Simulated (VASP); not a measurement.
# ZrN (Fm-3m) in VASP: a series of runs, part 2 of 2

VASP 6.6.1.

## 4. Single point, PBE

INCAR

```
ALGO = Normal
EDIFF = 1E-6
ENCUT = 600
GGA = PE
GGA_COMPAT = F
ISIF = 2
ISMEAR = 0
LASPH = T
LCHARG = F
LREAL = F
LWAVE = F
NBANDS = 16
NELM = 120
PREC = Accurate
SIGMA = 0.1
```

KPOINTS

```
k-points
0
Gamma
  8 8 8
```

POSCAR

```
ZrN
1.0
    0.0000000000      2.2942655869      2.2942655869
    2.2942655869      0.0000000000      2.2942655869
    2.2942655869      2.2942655869      0.0000000000
Zr N
1 1
Direct
    0.5000000000      0.5000000000      0.5000000000
    0.0000000000      0.0000000000      0.0000000000
```

Potentials or basis: VASP PAW PBE potentials, release 64 (Zr_sv, N).

Launch:

```bash
cat potpaw_PBE.64/Zr_sv/POTCAR potpaw_PBE.64/N/POTCAR > POTCAR
mpirun -np 1 vasp_std > vasp.out
```

OUTCAR:

```text
EDIFF = 1E-6
   ENCUT = 600
   GGA = PE
   ISIF = 2
   ISMEAR = 0
   LASPH = T
   LREAL = F
   NELM = 120
   PREC = Accurate

 ion  position               nearest neighbor table
   1  0.500  0.500  0.500-   2 2.29   2 2.29   2 2.29   2 2.29   2 2.29   2 2.29
   2  0.000  0.000  0.000-   1 2.29   1 2.29   1 2.29   1 2.29   1 2.29   1 2.29

  LATTYP: Found a face centered cubic cell.
 ALAT       =     4.5885311738

  Lattice vectors:

 A1 = (   0.0000000000,   2.2942655869,   2.2942655869)
 A2 = (   2.2942655869,   0.0000000000,   2.2942655869)
 A3 = (   2.2942655869,   2.2942655869,   0.0000000000)

Analysis of symmetry for initial positions (statically):
=====================================================================
 Subroutine PRICEL returns:
 Original cell was already a primitive cell.

 Routine SETGRP: Setting up the symmetry group for a
 face centered cubic supercell.

 Subroutine GETGRP returns: Found 48 space group operations
 (whereof 48 operations were pure point group operations)
 out of a pool of 48 trial point group operations.

The static configuration has the point symmetry O_h .

Analysis of symmetry for dynamics (positions and initial velocities):
=====================================================================
 Subroutine PRICEL returns:
 Original cell was already a primitive cell.

 Routine SETGRP: Setting up the symmetry group for a
 face centered cubic supercell.

 Subroutine GETGRP returns: Found 48 space group operations
 (whereof 48 operations were pure point group operations)
 out of a pool of 48 trial point group operations.

The dynamic configuration has the point symmetry O_h .

 Subroutine INISYM returns: Found 48 space group operations
 (whereof 48 operations are pure point group operations),
 and found     1 'primitive' translations

----------------------------------------------------------------------------------------

                                     Primitive cell

  volume of cell :      24.1524

  direct lattice vectors                    reciprocal lattice vectors
     0.000000000  2.294265587  2.294265587    -0.217934664  0.217934664  0.217934664
     2.294265587  0.000000000  2.294265587     0.217934664 -0.217934664  0.217934664
     2.294265587  2.294265587  0.000000000     0.217934664  0.217934664 -0.217934664

  length of vectors
     3.244581509  3.244581509  3.244581509     0.377473911  0.377473911  0.377473911

  position of ions in fractional coordinates (direct lattice)
     0.500000000  0.500000000  0.500000000
     0.000000000  0.000000000  0.000000000

  ion indices of the primitive-cell ions
   primitive index   ion index
                 1           1
                 2           2

----------------------------------------------------------------------------------------

 KPOINTS: k-points

Automatic generation of k-mesh.
 Grid dimensions read from file:
 generate k-points for:    8    8    8

 Generating k-lattice:

  Cartesian coordinates                     Fractional coordinates (reciprocal lattice)
    -0.027241833  0.027241833  0.027241833     0.125000000  0.000000000  0.000000000
     0.027241833 -0.027241833  0.027241833     0.000000000  0.125000000  0.000000000
     0.027241833  0.027241833 -0.027241833     0.000000000  0.000000000  0.125000000

  Length of vectors
     0.047184239  0.047184239  0.047184239

  Shift w.r.t. Gamma in fractional coordinates (k-lattice)
     0.000000000  0.000000000  0.000000000

 Subroutine IBZKPT returns following result:
 ===========================================

 Found     29 irreducible k-points:

 Following reciprocal coordinates:
            Coordinates               Weight
  0.000000  0.000000  0.000000      1.000000
  0.125000  0.000000  0.000000      8.000000
  0.250000  0.000000  0.000000      8.000000
  0.375000  0.000000  0.000000      8.000000
  0.500000  0.000000  0.000000      4.000000
  0.125000  0.125000  0.000000      6.000000
[... 16 lines left out ...]
  0.500000  0.250000  0.125000     48.000000
 -0.375000  0.250000  0.125000     24.000000
 [... further k-points ...]
   k-points           NKPTS =     29   k-points in BZ     NKDIM =     29   number of bands    NBANDS=     16
   number of dos      NEDOS =    301   number of ions     NIONS =      2
   total plane-waves  NPLWV =  21952
   dimension x,y,z NGX =    28 NGY =   28 NGZ =   28
   dimension x,y,z NGXF=    56 NGYF=   56 NGZF=   56
   ions per type =               1   1
   NGX,Y,Z   is equivalent  to a cutoff of  14.35, 14.35, 14.35 a.u.
   NGXF,Y,Z  is equivalent  to a cutoff of  28.69, 28.69, 28.69 a.u.
 SYSTEM =  unknown system
   PREC   = accura    normal or accurate (medium, high low for compatibility)
   ISTART =      0    job   : 0-new  1-cont  2-samecut
   ICHARG =      2    charge: 1-file 2-atom 10-const
   ISPIN  =      1    spin polarized calculation?
   LNONCOLLINEAR =      F non collinear calculations
   LSORBIT =      F    spin-orbit coupling
   LASPH  =      T    aspherical Exc in radial PAW
   ENCUT  =  600.0 eV  44.10 Ry    6.64 a.u.   6.48  6.48  6.48*2*pi/ulx,y,z
   NELM   =    120;   NELMIN=  2; NELMDL= -5     # of ELM steps
   EDIFF  = 0.1E-05   stopping-criterion for ELM
   LREAL  =      F    real-space projection
   EDIFFG = 0.1E-04   stopping-criterion for IOM
   NSW    =      0    number of steps for IOM
   IBRION =     -1    ionic relax: 0-MD 1-quasi-New 2-CG
   NFREE  =      0    steps in history (QN), initial steepest desc. (CG)
   ISIF   =      2    stress and relaxation
   ISYM   =      2    0-nonsym 1-usesym 2-fastsym
   POTIM  = 0.5000    time-step for ionic-motion
   TEBEG  =    0.0;   TEEND  =   0.0 temperature during run
   PSTRESS=    0.0 pullay stress
   NELECT =      17.0000    total number of electrons
   NUPDOWN=      -1.0000    fix difference up-down
   EMIN   =  10.00;   EMAX   =-10.00  energy-range for DOS
   EFERMI =   0.00;   METHOD = LEGACY
   ISMEAR =     0;   SIGMA  =   0.10  broadening in eV -4-tet -1-fermi 0-gaus
   EFERMI_NEDOS =   21; number of points for ismear=-14 and -15
   IALGO  =     38    algorithm
   IMIX   =      4    mixing-type and parameters
     AMIX     =   0.40;   BMIX     =  1.00
     AMIX_MAG =   1.60;   BMIX_MAG =  1.00
  volume/ion in A,a.u.               =      12.08        81.49
  Fermi-wavevector in a.u.,A,eV,Ry     =   1.456255  2.751923 28.853587  2.120679
  Thomas-Fermi vector in A             =   2.573195
   LORBIT       =      0    0 simple, 1 ext, 2 COOP (PROOUT), +10 PAW based schemes
   GGA     = PE    functional components
   LHFCALC =     F    Hartree Fock is set to
   AEXX    =    0.0000 exact exchange contribution
   IVDW    =     0    specifies the selected vdW correction
   LEPSILON=     F    determine dielectric tensor
   LRPA    =     F    only Hartree local field effects (RPA)
 non-spin polarized calculation
 Gauss-broadening in eV      SIGMA  =   0.10
  energy-cutoff  :      600.00
  volume of cell :       24.15
 maximum number of plane-waves:       821
 NGX is ok and might be reduce to    28
   NGX = 13   NGY = 13   NGZ = 13

 number of electron      17.0000000 magnetization

 Free energy of the ion-electron system (eV)
  ---------------------------------------------------
  ext. energy  EPLUGINS =         0.00000000
  ---------------------------------------------------
  free energy    TOTEN  =       -20.35461033 eV

  energy without entropy =      -20.34840414  energy(sigma->0) =      -20.35150724

 E-fermi :  11.9368     XC(G=0): -12.4918

 val. band max:       11.8965952869   @ k =   0.1250   0.0000   0.0000
 cond. band min:      11.9688081595   @ k =   0.3750   0.1250   0.0000
 fundamental gap:      0.0722128725
 Fermi energy:        11.9368170703

 k-point     1 :       0.0000    0.0000    0.0000
  band No.  band energies     occupation
      1     -37.6684      2.00000
      2     -15.2913      2.00000
      3     -15.2913      2.00000
      4     -15.2913      2.00000
      5      -4.3171      2.00000
      6       9.2944      2.00000
[... 8 lines left out ...]
     15      21.1118      0.00000
     16      34.3832      0.00000
[... 419 lines left out ...]
 k-point    24 :      -0.3750    0.2500    0.1250
  band No.  band energies     occupation
      1     -37.5061      2.00000
      2     -16.2501      2.00000
      3     -15.6647      2.00000
      4     -15.4816      2.00000
      5      -2.6903      2.00000
      6       5.3040      2.00000
[... 8 lines left out ...]
     15      23.6112      0.00000
     16      24.8652      0.00000

 [... further k-points ...]

------------------------ aborting loop because EDIFF is reached ----------------------------------------

  FORCE on cell =-STRESS in cart. coord.  units (eV):
  Direction    XX          YY          ZZ          XY          YZ          ZX
  --------------------------------------------------------------------------------------
  -------------------------------------------------------------------------------------
  Total        0.2087957      0.2087957      0.2087957      0.0000000     -0.0000000      0.0000000
  in kB       13.8506792     13.8506792     13.8506792      0.0000000     -0.0000000      0.0000000
  external PRESSURE =      13.8506792 kB  Pullay stress =       0.0000000 kB

 VOLUME and BASIS-vectors are now :
 -----------------------------------------------------------------------------
  energy-cutoff  :      600.00
  volume of cell :       24.15
      direct lattice vectors                 reciprocal lattice vectors
     0.000000000  2.294265587  2.294265587    -0.217934664  0.217934664  0.217934664
     2.294265587  0.000000000  2.294265587     0.217934664 -0.217934664  0.217934664
     2.294265587  2.294265587  0.000000000     0.217934664  0.217934664 -0.217934664

 POSITION                                       TOTAL-FORCE (eV/Angst)
 -----------------------------------------------------------------------------------
      2.29427      2.29427      2.29427         0.000000      0.000000      0.000000
      0.00000      0.00000      0.00000        -0.000000     -0.000000     -0.000000
 -----------------------------------------------------------------------------------
    total drift:                                0.000000      0.000000      0.000000

  FREE ENERGIE OF THE ION-ELECTRON SYSTEM (eV)
  ---------------------------------------------------
  free  energy   TOTEN  =       -20.3546103349 eV

  energy  without entropy=      -20.3484041365  energy(sigma->0) =      -20.35150724
```

stdout:

```text
POSCAR found type information on POSCAR ZrN
 POSCAR found :  2 types and       2 ions
 scaLAPACK will be used
 LDA part: xc-table for (Slater+PW92), standard interpolation
 POSCAR, INCAR and KPOINTS ok, starting setup
 FFT: planning ... GRIDC
 FFT: planning ... GRID_SOFT
 FFT: planning ... GRID
 WAVECAR not read
 entering main loop
```

Run time: 24 s. Hardware: 1 thread of Intel Xeon 8259CL, shared host; peak memory 0.16 GiB.

What came out:

| Quantity | Value |
| --- | --- |
| Free energy | -20.3546 eV |
| Pressure | 1.4 GPa |

## 5. Single point, PBE

INCAR

```
SYSTEM = ZrN
PREC = Accurate
ENCUT = 600
EDIFF = 1E-6
ISMEAR = -1
SIGMA = 0.11
LREAL = .False.
LASPH = .True.
NELM = 120
ALGO = Normal
ISIF = 2
LWAVE = .False.
LCHARG = .False.
GGA = PE
NBANDS = 16
GGA_COMPAT = .False.
```

KPOINTS

```
regular mesh
0
Gamma
  8 8 8
  0 0 0
```

POSCAR is that of step 4.

Launch:

```bash
cat potpaw_PBE.64/Zr_sv/POTCAR potpaw_PBE.64/N/POTCAR > POTCAR
mpirun -np 1 vasp_std > vasp.out
```

It took 27 s on 1 thread of Intel Xeon 8259CL, shared host; peak memory 0.16 GiB.

Results (log left out):

| Item | Value |
| --- | --- |
| Free energy | -20.3730 eV |
| Pressure | 1.5 GPa |

Levels at points of the mesh, in eV from the Fermi level:
```csv
k point,band 7,band 8,band 9,band 10,band 11,band 12
"(0.00, 0.00, 0.00)",-2.65,-2.65,-0.39,-0.39,-0.39,1.58
"(0.50, 0.00, 0.00)",-5.67,-5.67,3.01,3.08,3.08,4.74
"(0.50, 0.50, 0.00)",-3.47,-3.15,-3.15,3.36,4.52,4.52
```

## 6. Single point, PBEsol

Changes to INCAR since step 5:

```diff
@@ -4,4 +4,4 @@
 EDIFF = 1E-6
-ISMEAR = -1
-SIGMA = 0.11
+ISMEAR = 0
+SIGMA = 0.1
 LREAL = .False.
@@ -13,3 +13,3 @@
 LCHARG = .False.
-GGA = PE
+GGA = PS
 NBANDS = 16
```

KPOINTS is that of step 5.

POSCAR is that of step 5.

Potentials or basis: VASP PAW PBE potentials, release 64 (Zr_sv, N).

Launch:

```bash
cat potpaw_PBE.64/Zr_sv/POTCAR potpaw_PBE.64/N/POTCAR > POTCAR
mpirun -np 1 vasp_std > vasp.out
```

Wall time 29 s (1 thread of Intel Xeon 8259CL, shared host); peak memory 0.16 GiB.

It converged, with:

```
Free energy : -21.5272 eV
Pressure    : -5.6 GPa
```

Levels at points of the mesh, in eV from the Fermi level:
| k point | band 6 | band 7 | band 8 | band 9 | band 10 | band 11 | band 12 | band 13 |
| --- | --- | --- | --- | --- | --- | --- | --- | --- |
| (0.00, 0.00, 0.00) | -2.61 | -2.61 | -2.61 | -0.41 | -0.41 | -0.41 | 1.58 | 1.58 |
| (0.50, 0.00, 0.00) | -7.66 | -5.66 | -5.66 | 3.05 | 3.11 | 3.11 | 4.70 | 7.75 |
| (0.50, 0.50, 0.00) | -4.53 | -3.50 | -3.12 | -3.12 | 3.38 | 4.57 | 4.57 | 4.99 |

Caveat: the PAW data sets were made with another functional, which shifts forces and pressure a little.

## 7. The runs side by side

| level | smearing | gap on the mesh (eV) | pressure (GPa) |
| --- | --- | --- | --- |
| PBE | gaussian 0.1 eV | none | 1.4 |
| revPBE | gaussian 0.1 eV | none | 4.2 |
| PBE | fermi-dirac 0.11 eV | none | 1.5 |
| PBEsol | gaussian 0.1 eV | none | -5.6 |

Alike in all rows: task single point; potentials or basis VASP PAW PBE potentials, release 64 (Zr_sv, N); no spin polarisation; cell as given; k mesh 8 × 8 × 8; cutoff (eV) 600.

Every run on the cell as given and a fine mesh finds a metal. The pressure there spans -5.6 GPa (PBEsol) to 4.2 GPa (revPBE); a positive pressure means that this level wants a larger cell, a negative one a smaller.

Caveats: the PAW data sets were made with another functional, which shifts forces and pressure a little (some runs).

Total energies depend on the potentials used, so only differences within one code and one set of settings carry meaning.
